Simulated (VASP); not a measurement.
The system is Pd.

```xyz
1
Lattice="0.0000 1.9387 1.9387 1.9387 0.0000 1.9387 1.9387 1.9387 0.0000" Properties=species:S:1:pos:R:3 pbc="T T T"
Pd    0.0000    0.0000    0.0000
```

Base run:

```yaml
Program: VASP 6.6.1
Functional: r2SCAN
Potentials_or_basis: VASP PAW PBE potentials, release 64 (Pd)
Cutoff: 550 eV
k_mesh: 11 × 11 × 11
Occupations: fermi-dirac, width 0.05 eV
Spin: no spin polarisation
```

Its results: band gap on the k mesh zero (band 5 reaches 10.08 eV, above the bottom of band 6 at 8.45 eV); pressure 5.8 GPa.

The run is repeated on the same cell with these changes: functional from r2SCAN to PBEsol; cutoff from 550 eV to 500 eV. What comes out?

Band gap on the k mesh zero (band 5 reaches 10.08 eV, above the bottom of band 6 at 8.54 eV); pressure -0.1 GPa.

Caveats: the PAW data sets were made with another functional, which shifts forces and pressure a little.
